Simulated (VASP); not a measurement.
# SiO2 (Pnnm) in VASP: notebook

SiO2 is run at these levels: r2SCAN; tasks: single point.

Everything below comes from runs of VASP 6.6.1. Logs are shortened: lines on timing, memory, paths and dates and some standing lists are left out, and cuts for length are marked.

## (1) The cell of the first run

It takes space group Pnnm (No. 58, orthorhombic). The conventional cell has a = 4.018 Å, b = 4.185 Å, c = 2.669 Å, α = 90.00°, β = 90.00°, γ = 90.00°. Within 2.3 Å of Si (site symmetry 2/m) lie 6 O at 1.75 to 1.78 Å. O (site symmetry m) has 3 Si at 1.75 to 1.78 Å and 1 O at 2.25 Å within 2.3 Å.

## (2) Single point, r2SCAN (strain -0.0400 x Voigt [0, 1, 0, 0, 0, 0])

The input, POSCAR:

```
SiO2
1.0
    4.1854060871      0.0000000000      0.0000000000
    0.0000000000      4.0179898436      0.0000000000
    0.0000000000      0.0000000000      2.6687449852
Si O
2 4
Direct
    0.5000000000      0.5000000000      0.5000000000
    0.0000000000      0.0000000000      0.0000000000
    0.6938852015      0.6938852015      0.0000000000
    0.1938852015      0.8061147985      0.5000000000
    0.3061147985      0.3061147985      0.0000000000
    0.8061147985      0.1938852015      0.5000000000
```

The input, INCAR.step1:

```
SYSTEM = SiO2
PREC = Accurate
ENCUT = 520
ISMEAR = 0
SIGMA = 0.05
LREAL = .FALSE.
LASPH = .TRUE.
NELM = 60
NBANDS = 25
GGA = PE
ALGO = Normal
EDIFF = 1E-4
LWAVE = .TRUE.
LCHARG = .FALSE.
```

The input, INCAR.step2:

```
SYSTEM = SiO2
PREC = Accurate
ENCUT = 520
EDIFF = 1E-6
ISMEAR = 0
SIGMA = 0.05
LREAL = .FALSE.
LASPH = .TRUE.
NELM = 60
ALGO = Normal
ISIF = 2
LWAVE = .FALSE.
LCHARG = .TRUE.
METAGGA = R2SCAN
LMIXTAU = .TRUE.
LELF = .TRUE.
LVHAR = .TRUE.
NBANDS = 25
ISTART = 1
```

The input, KPOINTS:

```
regular mesh
0
G
  6 6 8
  0 0 0
```

Potentials or basis: VASP PAW PBE potentials, release 64 (Si, O).

Launch:

```
$ cat potpaw_PBE.64/Si/POTCAR potpaw_PBE.64/O/POTCAR > POTCAR
$ cp INCAR.step1 INCAR
$ mpirun -np 1 vasp_std > vasp.out
$ cp INCAR.step2 INCAR
$ mpirun -np 1 vasp_std > vasp.out
```

OUTCAR:

```text
SYSTEM = SiO2
   PREC = Accurate
   ENCUT = 520
   EDIFF = 1E-6
   ISMEAR = 0
   LREAL = .FALSE.
   LASPH = .TRUE.
   NELM = 60
   ISIF = 2
   METAGGA = R2SCAN
   ISTART = 1

 ion  position               nearest neighbor table
   1  0.500  0.500  0.500-   3 1.75   5 1.75   3 1.75   5 1.75   4 1.78   6 1.78
   2  0.000  0.000  0.000-   4 1.75   6 1.75   4 1.75   6 1.75   5 1.78   3 1.78
   3  0.694  0.694  0.000-   1 1.75   1 1.75   2 1.78
   4  0.194  0.806  0.500-   2 1.75   2 1.75   1 1.78
   5  0.306  0.306  0.000-   1 1.75   1 1.75   2 1.78
   6  0.806  0.194  0.500-   2 1.75   2 1.75   1 1.78

  LATTYP: Found a simple orthorhombic cell.
 ALAT       =     2.6687449852
 B/A-ratio  =     1.5055727939
 C/A-ratio  =     1.5683049937

  Lattice vectors:

 A1 = (   0.0000000000,   0.0000000000,  -2.6687449852)
 A2 = (   0.0000000000,   4.0179898436,   0.0000000000)
 A3 = (   4.1854060871,   0.0000000000,   0.0000000000)

Analysis of symmetry for initial positions (statically):
=====================================================================
 Subroutine PRICEL returns:
 Original cell was already a primitive cell.

 Routine SETGRP: Setting up the symmetry group for a
 simple orthorhombic supercell.

 Subroutine GETGRP returns: Found  8 space group operations
 (whereof  4 operations were pure point group operations)
 out of a pool of  8 trial point group operations.

The static configuration has the point symmetry C_2h.
 The point group associated with its full space group is D_2h.

Analysis of symmetry for dynamics (positions and initial velocities):
=====================================================================
 Subroutine PRICEL returns:
 Original cell was already a primitive cell.

 Routine SETGRP: Setting up the symmetry group for a
 simple orthorhombic supercell.

 Subroutine GETGRP returns: Found  8 space group operations
 (whereof  4 operations were pure point group operations)
 out of a pool of  8 trial point group operations.

The dynamic configuration has the point symmetry C_2h.
 The point group associated with its full space group is D_2h.

 Subroutine INISYM returns: Found  8 space group operations
 (whereof  4 operations are pure point group operations),
 and found     1 'primitive' translations

----------------------------------------------------------------------------------------

                                     Primitive cell

  volume of cell :      44.8801

[... 95 lines left out ...]
   NELM   =     60;   NELMIN=  2; NELMDL=  0     # of ELM steps
   EDIFF  = 0.1E-05   stopping-criterion for ELM
   LREAL  =      F    real-space projection
   EDIFFG = 0.1E-04   stopping-criterion for IOM
   NSW    =      0    number of steps for IOM
   IBRION =     -1    ionic relax: 0-MD 1-quasi-New 2-CG
   NFREE  =      0    steps in history (QN), initial steepest desc. (CG)
   ISIF   =      2    stress and relaxation
   ISYM   =      2    0-nonsym 1-usesym 2-fastsym
   POTIM  = 0.5000    time-step for ionic-motion
   TEBEG  =    0.0;   TEEND  =   0.0 temperature during run
   PSTRESS=    0.0 pullay stress
   NELECT =      32.0000    total number of electrons
   NUPDOWN=      -1.0000    fix difference up-down
   EMIN   =  10.00;   EMAX   =-10.00  energy-range for DOS
   EFERMI =   0.00;   METHOD = LEGACY
   ISMEAR =     0;   SIGMA  =   0.05  broadening in eV -4-tet -1-fermi 0-gaus
   EFERMI_NEDOS =   21; number of points for ismear=-14 and -15
   IALGO  =     38    algorithm
   IMIX   =      4    mixing-type and parameters
     AMIX     =   0.40;   BMIX     =  1.00
     AMIX_MAG =   1.60;   BMIX_MAG =  1.00
  volume/ion in A,a.u.               =       7.48        50.48
  Fermi-wavevector in a.u.,A,eV,Ry     =   1.462537  2.763795 29.103075  2.139016
  Thomas-Fermi vector in A             =   2.578739
   LORBIT       =      0    0 simple, 1 ext, 2 COOP (PROOUT), +10 PAW based schemes
   METAGGA = R2SCAN    functional components
   LHFCALC =     F    Hartree Fock is set to
   AEXX    =    0.0000 exact exchange contribution
   IVDW    =     0    specifies the selected vdW correction
   LEPSILON=     F    determine dielectric tensor
   LRPA    =     F    only Hartree local field effects (RPA)
 non-spin polarized calculation
 Gauss-broadening in eV      SIGMA  =   0.05
  energy-cutoff  :      520.00
  volume of cell :       44.88
 maximum number of plane-waves:      1238
 NGX is ok and might be reduce to    32
   NGX = 15   NGY = 15   NGZ =  9

 number of electron      31.9999990 magnetization

 Free energy of the ion-electron system (eV)
  ---------------------------------------------------
  ext. energy  EPLUGINS =         0.00000000
  ---------------------------------------------------
  free energy    TOTEN  =       -58.64173984 eV

  energy without entropy =      -58.64173984  energy(sigma->0) =      -58.64173984

 E-fermi :   8.6990     XC(G=0): -13.0959

 val. band max:        8.3918467295   @ k =   0.0000   0.0000   0.0000
 cond. band min:      15.5602127164   @ k =   0.0000   0.0000   0.0000
 fundamental gap:      7.1683659869
 Fermi energy:         8.6989963676

 k-point     1 :       0.0000    0.0000    0.0000
  band No.  band energies     occupation
      1     -15.5667      2.00000
      2     -11.9028      2.00000
      3     -11.5351      2.00000
      4     -11.4092      2.00000
      5      -2.8880      2.00000
      6       1.6757      2.00000
[... 661 lines left out ...]
     24      22.5275      0.00000
     25      24.3556      0.00000

 [... further k-points ...]
[... 5 lines left out ...]
  --------------------------------------------------------------------------------------
  -------------------------------------------------------------------------------------
  Total        2.5225641      6.8358531      2.8162720      0.0000000      0.0000000      0.0000000
  in kB       90.0532281    244.0336932    100.5383291      0.0000000      0.0000000      0.0000000
  external PRESSURE =     144.8750835 kB  Pullay stress =       0.0000000 kB

 VOLUME and BASIS-vectors are now :
 -----------------------------------------------------------------------------
  energy-cutoff  :      520.00
  volume of cell :       44.88
      direct lattice vectors                 reciprocal lattice vectors
     4.185406087  0.000000000  0.000000000     0.238925442  0.000000000  0.000000000
     0.000000000  4.017989844  0.000000000     0.000000000  0.248880669  0.000000000
     0.000000000  0.000000000  2.668744985     0.000000000  0.000000000  0.374707964

 POSITION                                       TOTAL-FORCE (eV/Angst)
 -----------------------------------------------------------------------------------
      2.09270      2.00899      1.33437         0.000000      0.000000      0.000000
      0.00000      0.00000      0.00000         0.000000      0.000000      0.000000
      2.90419      2.78802      0.00000         0.175285      0.388728      0.000000
      0.81149      3.23896      1.33437         0.175285     -0.388728      0.000000
      1.28121      1.22997      0.00000        -0.175285     -0.388728      0.000000
      3.37392      0.77903      1.33437        -0.175285      0.388728      0.000000
 -----------------------------------------------------------------------------------
    total drift:                                0.000000     -0.000000      0.000000

  FREE ENERGIE OF THE ION-ELECTRON SYSTEM (eV)
  ---------------------------------------------------
  free  energy   TOTEN  =       -58.6417398404 eV

  energy  without entropy=      -58.6417398404  energy(sigma->0) =      -58.64173984
```

OUTCAR.step1:

```text
SYSTEM = SiO2
   PREC = Accurate
   ENCUT = 520
   ISMEAR = 0
   LREAL = .FALSE.
   LASPH = .TRUE.
   NELM = 60
[... 912 lines left out ...]
      0.81149      3.23896      1.33437         0.217357     -0.417786     -0.000000
      1.28121      1.22997      0.00000        -0.217357     -0.417786      0.000000
      3.37392      0.77903      1.33437        -0.217357      0.417786      0.000000
 -----------------------------------------------------------------------------------
    total drift:                                0.000000     -0.000000      0.000000

  FREE ENERGIE OF THE ION-ELECTRON SYSTEM (eV)
  ---------------------------------------------------
  free  energy   TOTEN  =       -46.0256138559 eV

  energy  without entropy=      -46.0256138559  energy(sigma->0) =      -46.02561386
```

Run time: 2.5 min. Hardware: 1 thread of Intel Xeon Platinum 8124M at 3.00GHz (Skylake/Cascade Lake), shared host; peak memory 0.2 GiB.

What came out:

* Free energy: -58.6417 eV
* Pressure: 14.5 GPa
* Largest force: 0.426 eV/Å
* Band gap on the k mesh: 7.17 eV, direct

Forces on the atoms (eV/Å):
```
Si   0.000  0.000  0.000
Si   0.000  0.000  0.000
O    0.175  0.389  0.000
O    0.175 -0.389  0.000
O   -0.175 -0.389  0.000
O   -0.175  0.389  0.000
```

Stress tensor (GPa, compression positive):
```
 9.01  0.00  0.00
 0.00 24.40  0.00
 0.00  0.00 10.05
```

Caveat: the cell differs from its parent crystal (strain -0.0400 x Voigt [0, 1, 0, 0, 0, 0]); the PAW data sets were made with another functional, which shifts forces and pressure a little. A k mesh can miss the band edges.

(Part 1 of 4 ends here.)
